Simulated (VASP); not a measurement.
# InRu2 (I4/mmm) in VASP: relaxation of cell and atoms with PBE

Aim: the relaxation of cell and atoms of InRu2 with PBE.

Program: VASP 6.6.1. These are calculated values, not measurements. Logs are shortened: lines on timing, memory, paths and dates and some standing lists are left out, and cuts for length are marked.

## Step 1: The cell of the first run

The structure is tetragonal, space group I4/mmm (No. 139). The conventional cell has a = 2.868 Å, b = 2.868 Å, c = 11.689 Å, α = 90.00°, β = 90.00°, γ = 90.00°. Within 3.8 Å of In (site symmetry 4/mmm) lie 4 In at 2.87 Å and 10 Ru at 2.93 to 3.73 Å. Ru (site symmetry 4mm) has 8 Ru at 2.59 to 2.87 Å and 4 In at 2.93 Å within 3.4 Å.

## Step 2: Relaxation of cell and atoms, PBE

Input file INCAR:

```
ALGO     = Normal         # electronic algorithm
EDIFF    = 1E-6           # SCF threshold, eV
EDIFFG   = -0.04          # ionic threshold
ENCUT    = 600            # plane-wave cutoff, eV
GGA      = PE             # functional
IBRION   = 2              # ionic algorithm
ISIF     = 3              # what is computed and relaxed
ISMEAR   = 0              # smearing method
LASPH    = True           # aspherical terms in the spheres
LCHARG   = False          # write CHGCAR
LREAL    = False          # projectors in reciprocal space
LWAVE    = False          # write WAVECAR
NELM     = 100            # most SCF steps
NSW      = 90             # ionic steps
PREC     = Accurate       # precision mode
SIGMA    = 0.1            # smearing width, eV
```

Input file KPOINTS:

```
k-points
0
Gamma
  8 8 8
```

Input file POSCAR:

```
InRu2
1.0
   -1.4339474633      1.4339474633      5.8447065867
    1.4339474633     -1.4339474633      5.8447065867
    1.4339474633      1.4339474633     -5.8447065867
In Ru
1 2
Direct
    0.0000000000      0.0000000000      0.0000000000
    0.6811931342      0.6811931342      0.0000000000
    0.3188068658      0.3188068658      0.0000000000
```

Potentials or basis: VASP PAW PBE potentials, release 64 (In_d, Ru_pv).

Launch:

```sh
$ cat potpaw_PBE.64/In_d/POTCAR potpaw_PBE.64/Ru_pv/POTCAR > POTCAR
$ mpirun -np 1 vasp_std > vasp.out
```

OUTCAR:

```text
EDIFF = 1E-6
   EDIFFG = -0.04
   ENCUT = 600
   GGA = PE
   IBRION = 2
   ISIF = 3
   ISMEAR = 0
   LASPH = True
   LREAL = False
   NELM = 100
   NSW = 90
   PREC = Accurate

 ion  position               nearest neighbor table
   1  0.000  0.000  0.000-   2 2.93   2 2.93   2 2.93   3 2.93   2 2.93   3 2.93   3 2.93   3 2.93

   2  0.681  0.681  0.000-   3 2.59   3 2.59   3 2.59   3 2.59   1 2.93   1 2.93   1 2.93   1 2.93

   3  0.319  0.319  0.000-   2 2.59   2 2.59   2 2.59   2 2.59   1 2.93   1 2.93   1 2.93   1 2.93

  LATTYP: Found a body centered tetragonal cell.
 ALAT       =     2.8678949266
 C/A-ratio  =     4.0759558745

  Lattice vectors:

 A1 = (  -1.4339474633,   1.4339474633,   5.8447065867)
 A2 = (   1.4339474633,  -1.4339474633,   5.8447065867)
 A3 = (   1.4339474633,   1.4339474633,  -5.8447065867)

Analysis of symmetry for initial positions (statically):
=====================================================================
 Subroutine PRICEL returns:
 Original cell was already a primitive cell.

 Routine SETGRP: Setting up the symmetry group for a
 body centered tetragonal supercell.

 Subroutine GETGRP returns: Found 16 space group operations
 (whereof 16 operations were pure point group operations)
 out of a pool of 16 trial point group operations.

The static configuration has the point symmetry D_4h.

Analysis of symmetry for dynamics (positions and initial velocities):
=====================================================================
 Subroutine PRICEL returns:
 Original cell was already a primitive cell.

 Routine SETGRP: Setting up the symmetry group for a
 body centered tetragonal supercell.

 Subroutine GETGRP returns: Found 16 space group operations
 (whereof 16 operations were pure point group operations)
 out of a pool of 16 trial point group operations.

The dynamic configuration has the point symmetry D_4h.

 Subroutine INISYM returns: Found 16 space group operations
 (whereof 16 operations are pure point group operations),
 and found     1 'primitive' translations

----------------------------------------------------------------------------------------

                                     Primitive cell

  volume of cell :      48.0717

  direct lattice vectors                    reciprocal lattice vectors
    -1.433947463  1.433947463  5.844706587     0.000000000  0.348687810  0.085547494
     1.433947463 -1.433947463  5.844706587     0.348687810  0.000000000  0.085547494
     1.433947463  1.433947463 -5.844706587     0.348687810  0.348687810  0.000000000

  length of vectors
     6.186518063  6.186518063  6.186518063     0.359028637  0.359028637  0.493119029

  position of ions in fractional coordinates (direct lattice)
     0.000000000  0.000000000  0.000000000
     0.681193134  0.681193134  0.000000000
     0.318806866  0.318806866  0.000000000

  ion indices of the primitive-cell ions
   primitive index   ion index
                 1           1
                 2           2
                 3           3

----------------------------------------------------------------------------------------

 KPOINTS: k-points

Automatic generation of k-mesh.
 Grid dimensions read from file:
 generate k-points for:    8    8    8

 Generating k-lattice:

  Cartesian coordinates                     Fractional coordinates (reciprocal lattice)
     0.000000000  0.043585976  0.010693437     0.125000000 -0.000000000  0.000000000
     0.043585976  0.000000000  0.010693437    -0.000000000  0.125000000  0.000000000
     0.043585976  0.043585976  0.000000000     0.000000000  0.000000000  0.125000000

  Length of vectors
     0.044878580  0.044878580  0.061639879

  Shift w.r.t. Gamma in fractional coordinates (k-lattice)
     0.000000000  0.000000000  0.000000000

 Subroutine IBZKPT returns following result:
 ===========================================

 Found     59 irreducible k-points:

 Following reciprocal coordinates:
            Coordinates               Weight
  0.000000  0.000000  0.000000      1.000000
  0.125000  0.000000 -0.000000      8.000000
  0.250000  0.000000 -0.000000      8.000000
  0.375000  0.000000  0.000000      8.000000
  0.500000  0.000000 -0.000000      4.000000
  0.125000  0.125000 -0.000000      8.000000
[... 16 lines left out ...]
  0.250000  0.125000  0.125000     16.000000
  0.375000  0.125000  0.125000      8.000000
 [... further k-points ...]
   k-points           NKPTS =     59   k-points in BZ     NKDIM =     59   number of bands    NBANDS=     24
   number of dos      NEDOS =    301   number of ions     NIONS =      3
   total plane-waves  NPLWV = 125000
   dimension x,y,z NGX =    50 NGY =   50 NGZ =   50
   dimension x,y,z NGXF=   100 NGYF=  100 NGZF=  100
   ions per type =               1   2
   NGX,Y,Z   is equivalent  to a cutoff of  13.44, 13.44, 13.44 a.u.
   NGXF,Y,Z  is equivalent  to a cutoff of  26.87, 26.87, 26.87 a.u.
 SYSTEM =  unknown system
   PREC   = accura    normal or accurate (medium, high low for compatibility)
   ISTART =      0    job   : 0-new  1-cont  2-samecut
   ICHARG =      2    charge: 1-file 2-atom 10-const
   ISPIN  =      1    spin polarized calculation?
   LNONCOLLINEAR =      F non collinear calculations
   LSORBIT =      F    spin-orbit coupling
   LASPH  =      T    aspherical Exc in radial PAW
   ENCUT  =  600.0 eV  44.10 Ry    6.64 a.u.  12.36 12.36 12.36*2*pi/ulx,y,z
   NELM   =    100;   NELMIN=  2; NELMDL= -5     # of ELM steps
   EDIFF  = 0.1E-05   stopping-criterion for ELM
   LREAL  =      F    real-space projection
   EDIFFG = -.4E-01   stopping-criterion for IOM
   NSW    =     90    number of steps for IOM
   IBRION =      2    ionic relax: 0-MD 1-quasi-New 2-CG
   NFREE  =      1    steps in history (QN), initial steepest desc. (CG)
   ISIF   =      3    stress and relaxation
   ISYM   =      2    0-nonsym 1-usesym 2-fastsym
   POTIM  = 0.5000    time-step for ionic-motion
   TEBEG  =    0.0;   TEEND  =   0.0 temperature during run
   PSTRESS=    0.0 pullay stress
   NELECT =      41.0000    total number of electrons
   NUPDOWN=      -1.0000    fix difference up-down
   EMIN   =  10.00;   EMAX   =-10.00  energy-range for DOS
   EFERMI =   0.00;   METHOD = LEGACY
   ISMEAR =     0;   SIGMA  =   0.10  broadening in eV -4-tet -1-fermi 0-gaus
   EFERMI_NEDOS =   21; number of points for ismear=-14 and -15
   IALGO  =     38    algorithm
   IMIX   =      4    mixing-type and parameters
     AMIX     =   0.40;   BMIX     =  1.00
     AMIX_MAG =   1.60;   BMIX_MAG =  1.00
  volume/ion in A,a.u.               =      16.02       108.13
  Fermi-wavevector in a.u.,A,eV,Ry     =   1.552529  2.933854 32.794752  2.410346
  Thomas-Fermi vector in A             =   2.656891
   LORBIT       =      0    0 simple, 1 ext, 2 COOP (PROOUT), +10 PAW based schemes
   GGA     = PE    functional components
   LHFCALC =     F    Hartree Fock is set to
   AEXX    =    0.0000 exact exchange contribution
   IVDW    =     0    specifies the selected vdW correction
   LEPSILON=     F    determine dielectric tensor
   LRPA    =     F    only Hartree local field effects (RPA)
 conjugate gradient relaxation of ions
 non-spin polarized calculation
 Gauss-broadening in eV      SIGMA  =   0.10
  energy-cutoff  :      600.00
  volume of cell :       48.07
 maximum number of plane-waves:      1624
 NGX is ok and might be reduce to    50
   NGX = 25   NGY = 25   NGZ = 25

--------------------------------------- Ionic step        1  -------------------------------------------

 number of electron      41.0000002 magnetization

 Free energy of the ion-electron system (eV)
  ---------------------------------------------------
  ext. energy  EPLUGINS =         0.00000000
  ---------------------------------------------------
  free energy    TOTEN  =       -20.76958990 eV

  energy without entropy =      -20.75934388  energy(sigma->0) =      -20.76446689

------------------------ aborting loop because EDIFF is reached ----------------------------------------

  FORCE on cell =-STRESS in cart. coord.  units (eV):
  Direction    XX          YY          ZZ          XY          YZ          ZX
  --------------------------------------------------------------------------------------
  -------------------------------------------------------------------------------------
  Total       -0.0701263     -0.0701263      0.0753118      0.0000000      0.0000000      0.0000000
  in kB       -2.3372342     -2.3372342      2.5100623      0.0000000      0.0000000      0.0000000
  external PRESSURE =      -0.7214687 kB  Pullay stress =       0.0000000 kB

 VOLUME and BASIS-vectors are now :
 -----------------------------------------------------------------------------
  energy-cutoff  :      600.00
  volume of cell :       48.07
      direct lattice vectors                 reciprocal lattice vectors
    -1.433947463  1.433947463  5.844706587     0.000000000  0.348687810  0.085547494
     1.433947463 -1.433947463  5.844706587     0.348687810  0.000000000  0.085547494
     1.433947463  1.433947463 -5.844706587     0.348687810  0.348687810  0.000000000

 POSITION                                       TOTAL-FORCE (eV/Angst)
 -----------------------------------------------------------------------------------
      0.00000      0.00000      0.00000         0.000000      0.000000      0.000000
      0.00000      0.00000      7.96275        -0.000000     -0.000000     -0.057667
      0.00000      0.00000      3.72667         0.000000      0.000000      0.057667
 -----------------------------------------------------------------------------------
    total drift:                                0.000000      0.000000     -0.000000

  FREE ENERGIE OF THE ION-ELECTRON SYSTEM (eV)
  ---------------------------------------------------
  free  energy   TOTEN  =       -20.7695898983 eV

  energy  without entropy=      -20.7593438843  energy(sigma->0) =      -20.76446689

--------------------------------------- Ionic step        2  -------------------------------------------

 number of electron      41.0000001 magnetization

 Free energy of the ion-electron system (eV)
  ---------------------------------------------------
  ext. energy  EPLUGINS =         0.00000000
  ---------------------------------------------------
  free energy    TOTEN  =       -20.76983013 eV

  energy without entropy =      -20.76000517  energy(sigma->0) =      -20.76491765

 E-fermi :  11.5366     XC(G=0): -12.9748

 val. band max:       11.5245050087   @ k =  -0.3750   0.5000   0.3750
 cond. band min:      11.5401457147   @ k =   0.5000   0.5000   0.1250
 fundamental gap:      0.0156407060
 Fermi energy:        11.5366020501

 k-point     1 :       0.0000    0.0000    0.0000
  band No.  band energies     occupation
      1     -31.3969      2.00000
      2     -31.2900      2.00000
      3     -31.2900      2.00000
      4     -30.9431      2.00000
      5     -30.9431      2.00000
      6     -30.9047      2.00000
[... 16 lines left out ...]
     23      12.3893      0.00000
     24      12.5794      0.00000

 k-point     2 :       0.1250    0.0000   -0.0000
  band No.  band energies     occupation
      1     -31.4043      2.00000
      2     -31.3490      2.00000
      3     -31.2733      2.00000
      4     -30.9701      2.00000
      5     -30.9526      2.00000
      6     -30.8898      2.00000
[... 16 lines left out ...]
     23      12.4190      0.00000
     24      12.8339      0.00000
[... 565 lines left out ...]
     23      14.2055      0.00000
     24      14.3671      0.00000

 k-point    24 :       0.3750    0.1250    0.1250
  band No.  band energies     occupation
      1     -31.5792      2.00000
      2     -31.5792      2.00000
      3     -31.1908      2.00000
      4     -31.1906      2.00000
      5     -30.9694      2.00000
      6     -30.9685      2.00000
[... 16 lines left out ...]
     23      13.2618      0.00000
     24      15.1656      0.00000

 [... further k-points ...]

------------------------ aborting loop because EDIFF is reached ----------------------------------------

  FORCE on cell =-STRESS in cart. coord.  units (eV):
  Direction    XX          YY          ZZ          XY          YZ          ZX
  --------------------------------------------------------------------------------------
  -------------------------------------------------------------------------------------
  Total       -0.0150687     -0.0150687     -0.0057166      0.0000000     -0.0000000      0.0000000
  in kB       -0.5027495     -0.5027495     -0.1907287      0.0000000     -0.0000000      0.0000000
  external PRESSURE =      -0.3987426 kB  Pullay stress =       0.0000000 kB

 VOLUME and BASIS-vectors are now :
 -----------------------------------------------------------------------------
  energy-cutoff  :      600.00
  volume of cell :       48.02
      direct lattice vectors                 reciprocal lattice vectors
    -1.432330411  1.432330411  5.851784997     0.000000000  0.349081466  0.085444014
     1.432330411 -1.432330411  5.851784997     0.349081466  0.000000000  0.085444014
     1.432330411  1.432330411 -5.851784997     0.349081466  0.349081466  0.000000000

 POSITION                                       TOTAL-FORCE (eV/Angst)
 -----------------------------------------------------------------------------------
      0.00000      0.00000      0.00000         0.000000      0.000000     -0.000000
      1.43233      1.43233      2.11782        -0.000000     -0.000000      0.015273
      0.00000      0.00000      3.73396         0.000000      0.000000     -0.015273
 -----------------------------------------------------------------------------------
    total drift:                               -0.000000     -0.000000      0.000000

  FREE ENERGIE OF THE ION-ELECTRON SYSTEM (eV)
  ---------------------------------------------------
  free  energy   TOTEN  =       -20.7698301341 eV

  energy  without entropy=      -20.7600051728  energy(sigma->0) =      -20.76491765

 reached required accuracy - stopping structural energy minimisation
```

Wall time 2.6 min (1 thread of Intel Xeon 6975P-C (Granite Rapids), shared host); peak memory 0.39 GiB.

What came out:

| Property | Result |
| --- | --- |
| Free energy | -20.7698 eV |
| Relaxed volume | 16.01 Å³/atom |
| Relaxed cell | a = 6.192 Å, b = 6.192 Å, c = 6.192 Å, α = 153.25°, β = 153.25°, γ = 38.19° |
| Space group after relaxing (to 0.1 Å) | I4/mmm (No. 139) |
| Energy gained by relaxing | 0.1 meV/atom |
| Ionic steps | 2 |
| Pressure after relaxing | 0.0 GPa |
| Largest force after relaxing | 0.015 eV/Å |
| Band gap on the k mesh | zero (an odd number of electrons rules out a gap without spin polarisation) |

Forces on the atoms (eV/Å):
```
In   0.000  0.000  0.000
Ru   0.000  0.000  0.015
Ru   0.000  0.000 -0.015
```

Step by step:
```tsv
step	energy change (eV)	largest force (eV/Å)	pressure (GPa)	volume (Å³)
1	0.0000	0.0577	-0.07	48.07
2	-0.0002	0.0153	-0.04	48.02
```

Final structure:
```xyz
3
Lattice="-1.4323 1.4323 5.8518 1.4323 -1.4323 5.8518 1.4323 1.4323 -5.8518" Properties=species:S:1:pos:R:3 pbc="T T T"
In    0.0000    0.0000    0.0000
Ru    1.4323    1.4323    2.1178
Ru    0.0000    0.0000    3.7340
```

Levels at points of the mesh, in eV from the Fermi level:
```tsv
k point	band 17	band 18	band 19	band 20	band 21	band 22	band 23	band 24
(0.00, 0.00, 0.00)	-2.34	-1.96	-1.96	-0.85	0.23	0.23	0.85	1.04
(0.50, 0.00, 0.00)	-2.52	-2.37	-1.88	-1.05	0.55	0.78	0.84	2.10
(0.50, 0.50, 0.00)	-0.77	-0.47	-0.10	0.09	1.29	1.29	2.39	3.42
(0.50, 0.50, 0.50)	-2.10	-2.10	-1.04	-0.86	0.55	0.55	1.05	2.42
```

Caveat: spin-orbit coupling is left out, which moves the levels of the heavy elements.
